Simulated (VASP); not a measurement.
Here is a VASP 6.6.1 calculation.

Contents of INCAR:

```
ALGO = Normal
EDIFF = 1E-6
ENCUT = 520
GGA = PE
ISIF = 2
ISMEAR = -1
LASPH = True
LCHARG = True
LELF = True
LREAL = False
LVHAR = True
LWAVE = False
NBANDS = 10
NELM = 60
PREC = Accurate
SIGMA = 0.05
```

KPOINTS

```
k-points
0
Gamma
  7 7 10
```

File POSCAR:

```
Al
1.0
    4.4916000000      0.0000000000      0.0000000000
   -2.2458000000      3.8898400000      0.0000000000
    0.0000000000      0.0000000000      2.7226000000
Al
2
Direct
    0.3333300000      0.6666700000      0.0000000000
    0.6666700000      0.3333300000      0.0000000000
```

Potentials or basis: VASP PAW PBE potentials, release 64 (Al).

Launch:

```console
$ cat potpaw_PBE.64/Al/POTCAR > POTCAR
$ mpirun -np 1 vasp_std > vasp.out
```

Q: What does it give for the pressure?

A: 1.6 GPa.

Q: Estimate the band gap on the k mesh.

A: Zero (band 3 reaches 6.66 eV, above the bottom of band 4 at 3.19 eV).

Stress tensor (GPa, compression positive):
```
1.98 0.00 0.00
0.00 1.98 0.00
0.00 0.00 0.93
```
